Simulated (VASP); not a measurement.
# Zn: relaxation of cell and atoms with PBE

Crystal: Zn.

```
CELL_PARAMETERS angstrom
2.57086 0.00000 0.00000
-1.28543 2.22643 0.00000
0.00000 0.00000 3.05134
ATOMIC_POSITIONS crystal
Zn 0.00000 0.00000 0.50000
```

The cell was generated, and may not be a known phase.

- Program: VASP 6.6.1
- Task: relaxation of cell and atoms
- Functional: PBE
- Potentials or basis: VASP PAW PBE potentials, release 64 (Zn)
- Cutoff: 600 eV
- k mesh: 24 × 24 × 18
- Occupations: gaussian, width 0.1 eV
- Spin: no spin polarisation
- Dipole correction: no
- Further INCAR settings: ALGO = Fast; EDIFF = 1e-06; IBRION = 2; EDIFFG = -0.01; NSW = 100; ISIF = 3

- Relaxed volume: 17.50 Å³/atom
- Relaxed cell: a = 2.580 Å, b = 2.580 Å, c = 3.035 Å, α = 90.00°, β = 90.00°, γ = 120.00°
- Space group after relaxing (to 0.1 Å): P6/mmm (No. 191)
- Energy gained by relaxing: 0.4 meV/atom
- Ionic steps: 24
- Pressure after relaxing: 0.0 GPa
- Band gap on the k mesh: zero (bands 6 and 7 overlap by 7.41 eV)

Stress tensor (GPa, compression positive):
```
 0.09  0.00  0.00
 0.00  0.09  0.00
 0.00  0.00 -0.04
```

Step by step:
```
step  energy change (eV)  largest force (eV/Å)  pressure (GPa)  volume (Å³)
   1              0.0000                0.0000            0.48        17.47
   2             -0.0003                0.0000            0.00        17.60
   3             -0.0003                0.0000            0.10        17.61
   4             -0.0002                0.0000            0.28        17.64
   5              0.0000                0.0000           -0.51        17.70
   6             -0.0002                0.0000           -0.48        17.66
   7             -0.0002                0.0000           -0.65        17.65
   8             -0.0003                0.0000            0.18        17.46
   9             -0.0003                0.0000           -0.05        17.56
  10             -0.0003                0.0000           -0.16        17.54
  11             -0.0003                0.0000           -0.17        17.50
  12             -0.0003                0.0000            0.02        17.48
  13             -0.0003                0.0000            0.15        17.48
  14             -0.0003                0.0000            0.20        17.49
  15             -0.0003                0.0000            0.11        17.50
  16             -0.0004                0.0000           -0.02        17.53
  17             -0.0004                0.0000            0.15        17.54
  18             -0.0004                0.0000            0.24        17.55
  19             -0.0003                0.0000           -0.28        17.58
  20             -0.0003                0.0000           -0.65        17.56
  21             -0.0004                0.0000           -0.38        17.55
  22             -0.0004                0.0000           -0.17        17.55
  23             -0.0004                0.0000           -0.02        17.50
  24             -0.0004                0.0000            0.05        17.50
```

Final structure:
```
Zn
1.0
     2.57994    0.00000    0.00000
    -1.28997    2.23429    0.00000
     0.00000    0.00000    3.03536
Zn
1
Direct
  0.00000 0.00000 0.50000
```

Levels at points of the mesh, in eV from the Fermi level:
| k point | band 2 | band 3 | band 4 | band 5 | band 6 | band 7 | band 8 | band 9 | band 10 |
| --- | --- | --- | --- | --- | --- | --- | --- | --- | --- |
| (0.00, 0.00, 0.00) | -7.91 | -7.57 | -7.57 | -6.98 | -6.98 | 6.38 | 10.35 | 20.00 | 20.00 |
| (0.50, 0.00, 0.00) | -7.62 | -7.44 | -7.10 | -6.68 | -1.97 | -0.26 | 12.54 | 13.36 | 15.51 |
| (0.00, 0.00, 0.50) | -7.55 | -7.55 | -7.06 | -7.06 | -5.17 | -3.55 | 22.98 | 22.98 | 23.07 |
| (0.50, 0.00, 0.50) | -8.00 | -7.21 | -6.90 | -6.68 | 0.35 | 3.23 | 3.24 | 6.61 | 15.04 |

Run time: 17 min on 1 thread of Intel Xeon 8259CL, with other jobs on the host, peak memory 0.29 GiB.
